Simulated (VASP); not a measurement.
Input of a VASP 6.6.1 run:

Contents of INCAR:

```
ALGO     = Normal         # electronic algorithm
EDIFF    = 1E-6           # SCF threshold, eV
ENCUT    = 500            # plane-wave cutoff, eV
GGA      = PE             # functional
GGA_COMPAT= F            
ISIF     = 2              # what is computed and relaxed
ISMEAR   = 0              # smearing method
ISYM     = 0            
LASPH    = T              # aspherical terms in the spheres
LCHARG   = F              # write CHGCAR
LREAL    = F              # projectors in reciprocal space
LWAVE    = F              # write WAVECAR
NBANDS   = 16             # bands
NELM     = 120            # most SCF steps
PREC     = Accurate       # precision mode
SIGMA    = 0.05           # smearing width, eV
```

The input KPOINTS:

```
Automatic mesh
0
Gamma
  10 10 10
  0.5 0.5 0.5
```

File POSCAR:

```
AgBr
1.0
    0.0000000000      2.9202557254      2.9202557254
    2.9202557254      0.0000000000      2.9202557254
    2.9202557254      2.9202557254      0.0000000000
Ag Br
1 1
Direct
    0.5000000000      0.5000000000      0.5000000000
    0.0000000000      0.0000000000      0.0000000000
```

Potentials or basis: VASP PAW PBE potentials, release 64 (Ag, Br).

Run with:

```sh
$ cat potpaw_PBE.64/Ag/POTCAR potpaw_PBE.64/Br/POTCAR > POTCAR
$ mpirun -np 1 vasp_std > vasp.out
```

Problem. Predict the pressure.

Solution. 0.0 GPa.

Problem. Estimate the band gap on the k mesh.

Solution. 0.88 eV (least direct gap 2.51 eV).

Caveat: a shifted mesh leaves out Γ, where band edges can lie. A k mesh can miss the band edges.
